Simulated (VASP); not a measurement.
Si (a cell with a defect), 17 atoms in the cell. The cell holds a defect, 17 atoms: a = 7.679 Å, b = 7.679 Å, c = 7.679 Å, α = 60.00°, β = 60.00°, γ = 60.00°. 

| Property | Result |
| --- | --- |
| Program | VASP 6.6.1 |
| Task | single point |
| Functional | LDA |
| Potentials or basis | VASP PAW LDA potentials, release 64 (Si) |
| Cutoff | 520 eV |
| k mesh | 2 × 2 × 2 |
| Occupations | gaussian, width 0.05 eV |
| Spin | no spin polarisation |
| Dipole correction | no |
| Further INCAR settings | LREAL = Auto; ALGO = Normal; EDIFF = 1e-06; NBANDS = 48 |

Potentials or basis: VASP PAW LDA potentials, release 64 (Si).

Run with:

```console
$ cat potpaw_LDA.64/Si/POTCAR > POTCAR
$ mpirun -np 1 vasp_std > vasp.out
```

Hardware: 1 thread of Intel(R) Xeon(R) 6975P-C (Granite Rapids), on a shared host.

Q: Estimate the wall time of this run.

A: Wall time 120 s on 1 thread of Intel(R) Xeon(R) 6975P-C (Granite Rapids), with other jobs on the host, peak memory 0.37 GiB. Counts: scf iterations 12, k points 8.
